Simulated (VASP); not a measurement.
# Si (a cell with a defect): single point with PBE

The system is Si (a cell with a defect).

```
Si
1.0
     0.00000    5.43000    5.43000
     5.43000    0.00000    5.43000
     5.43000    5.43000    0.00000
Si
17
Direct
  0.00385 0.00359 0.99625
  0.12529 0.12468 0.12618
  0.00035 0.00006 0.49978
  0.12530 0.12476 0.62373
  0.00345 0.49705 0.99670
  0.13174 0.62335 0.12237
  0.00341 0.49713 0.50261
  0.12517 0.62636 0.62414
  0.49754 0.00299 0.99685
  0.62364 0.13161 0.12233
  0.49755 0.00302 0.50251
  0.62658 0.12471 0.62429
  0.50033 0.50023 0.99961
  0.62329 0.62285 0.12266
  0.49738 0.49706 0.50272
  0.62328 0.62291 0.63100
  0.75060 0.75023 0.24947
```

* Program: VASP 6.6.1
* Task: single point
* Functional: PBE
* Potentials or basis: VASP PAW PBE potentials, release 64 (Si)
* Cutoff: 520 eV
* k mesh: 2 × 2 × 2
* Occupations: gaussian, width 0.02 eV
* Spin: no spin polarisation

```json
{"Pressure": "5.3 GPa", "Largest force": "0.020 eV/Å", "Band gap on the k mesh": "zero (band 34 reaches 6.93 eV, above the bottom of band 35 at 6.67 eV)"}
```

Forces on the atoms (eV/Å):
```
Si  -0.004  0.000 -0.011
Si  -0.002 -0.014 -0.011
Si   0.002 -0.001 -0.004
Si   0.014  0.003 -0.014
Si   0.005 -0.002  0.012
Si  -0.005  0.006  0.005
Si  -0.001 -0.005  0.011
Si   0.011 -0.007 -0.015
Si  -0.008  0.004  0.014
Si   0.002 -0.002  0.002
Si  -0.005  0.006  0.013
Si  -0.005  0.009 -0.006
Si   0.000  0.001 -0.002
Si  -0.002 -0.001  0.000
Si  -0.006  0.003  0.011
Si   0.002  0.002  0.000
Si   0.004 -0.003 -0.006
```

Levels at points of the mesh, in eV from the Fermi level:
```tsv
k point	band 31	band 32	band 33	band 34	band 35	band 36	band 37	band 38
(0.00, 0.00, 0.00)	-0.83	-0.83	-0.83	-0.25	-0.25	-0.24	0.07	0.08
(0.50, 0.00, 0.00)	-1.59	-1.44	-1.44	-0.35	0.53	0.53	0.89	0.89
(0.00, 0.50, 0.00)	-1.59	-1.44	-1.44	-0.35	0.53	0.53	0.88	0.89
(0.00, 0.00, 0.50)	-1.58	-1.44	-1.44	-0.35	0.53	0.53	0.89	0.89
(0.50, 0.50, 0.50)	-1.58	-1.44	-1.44	-0.35	0.53	0.53	0.89	0.89
(0.50, 0.50, 0.00)	-2.03	-1.90	-1.00	0.01	0.71	1.02	1.02	1.14
(0.00, 0.50, 0.50)	-2.03	-1.90	-1.00	0.01	0.71	1.01	1.02	1.14
(0.50, 0.00, 0.50)	-2.03	-1.90	-1.00	0.01	0.71	1.01	1.02	1.14
```

Run time: 3.9 min on 1 thread of Intel(R) Xeon(R) Platinum 8375C CPU @ 2.90GHz (Ice Lake), with other jobs on the host, peak memory 0.46 GiB.

Caveat: the k points lie up to 0.50 Å⁻¹ apart.
